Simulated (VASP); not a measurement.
Wanted: the native input for a VASP 6.6.1 run.

```yaml
Task: single point
Functional: PBE
Potentials_or_basis: VASP PAW PBE potentials, release 64 (K_sv, Cl)
Cutoff: 520 eV
k_mesh: 4 × 4 × 4
Occupations: gaussian, width 0.01 eV
Spin: no spin polarisation
Dipole_correction: no
Further_INCAR_settings: ALGO = Normal; EDIFF = 1e-06; NBANDS = 15
```

The structure of KCl lies in POSCAR:

```
KCl
1.0
    0.0628969664      3.1448483221      3.1448483221
    3.1448483221      0.0628969664      3.1448483221
    3.2077452885      3.2077452885      0.0000000000
K Cl
1 1
Direct
    0.0000000000      0.0000000000      0.0000000000
    0.5000000000      0.5000000000      0.5000000000
```

This cell differs from its parent crystal: shear xy strain +4.0%.

One way to write it, as run:

INCAR

```
ALGO     = Normal         # electronic algorithm
EDIFF    = 1E-6           # SCF threshold, eV
ENCUT    = 520            # plane-wave cutoff, eV
GGA      = PE             # functional
ISIF     = 2              # what is computed and relaxed
ISMEAR   = 0              # smearing method
LASPH    = True           # aspherical terms in the spheres
LCHARG   = False          # write CHGCAR
LREAL    = False          # projectors in reciprocal space
LWAVE    = False          # write WAVECAR
NBANDS   = 15             # bands
NELM     = 80             # most SCF steps
PREC     = Accurate       # precision mode
SIGMA    = 0.01           # smearing width, eV
```

KPOINTS

```
k-points
0
Gamma
  4 4 4
```

Potentials or basis: VASP PAW PBE potentials, release 64 (K_sv, Cl).

Launch:

```bash
$ cat potpaw_PBE.64/K_sv/POTCAR potpaw_PBE.64/Cl/POTCAR > POTCAR
$ mpirun -np 1 vasp_std > vasp.out
```

Results of the run:

```
Pressure               : 0.8 GPa
Band gap on the k mesh : 5.15 eV, direct
```

Caveat: the k points lie up to 0.44 Å⁻¹ apart; the cell differs from its parent crystal (shear xy strain +4.0%).

Wall time 12 s on 1 thread of Intel(R) Xeon(R) 6975P-C (Granite Rapids), on a shared host, peak memory 0.2 GiB.
